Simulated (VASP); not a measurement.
Write the native input for VASP 6.6.1 that does the following.

* Task: single point
* Functional: PBE
* Potentials or basis: VASP PAW PBE potentials, release 64 (Br)
* Cutoff: 520 eV
* k mesh: 15 × 15 × 14
* Occupations: fermi-dirac, width 0.1 eV
* Spin: no spin polarisation
* Dipole correction: no
* Further INCAR settings: ALGO = Normal; EDIFF = 1e-06; NBANDS = 10

The structure of Br lies in POSCAR:

```
Br
1.0
    2.6680787253      0.0000000000      0.0000000000
   -1.3340393626      2.3106239554      0.0000000000
    0.0000000000      0.0000000000      2.3155762486
Br
1
Direct
    0.0000000000      0.0000000000      0.0000000000
```

This cell differs from its parent crystal: volume scaled by 0.4.

The input as run:

INCAR

```
SYSTEM = Br
PREC = Accurate ; ENCUT = 520
EDIFF = 1E-6 ; ISMEAR = -1
SIGMA = 0.1 ; LREAL = .False.
LASPH = .True. ; NELM = 100
ALGO = Normal ; ISIF = 2
LWAVE = .False. ; LCHARG = .False.
GGA = PE ; NBANDS = 10
```

KPOINTS

```
Automatic mesh
0
Gamma
  15 15 14
  0 0 0
```

Potentials or basis: VASP PAW PBE potentials, release 64 (Br).

Run with:

```bash
$ cat potpaw_PBE.64/Br/POTCAR > POTCAR
$ mpirun -np 1 vasp_std > vasp.out
```

Results of the run:

```
Pressure : 112.8 GPa
```

Caveat: an odd number of electrons without spin polarisation forces a metal; a magnetic or distorted state may lie lower.

Wall time 9.6 s on 1 thread of Intel(R) Xeon(R) 6975P-C (Granite Rapids), on a shared host, peak memory 0.14 GiB.
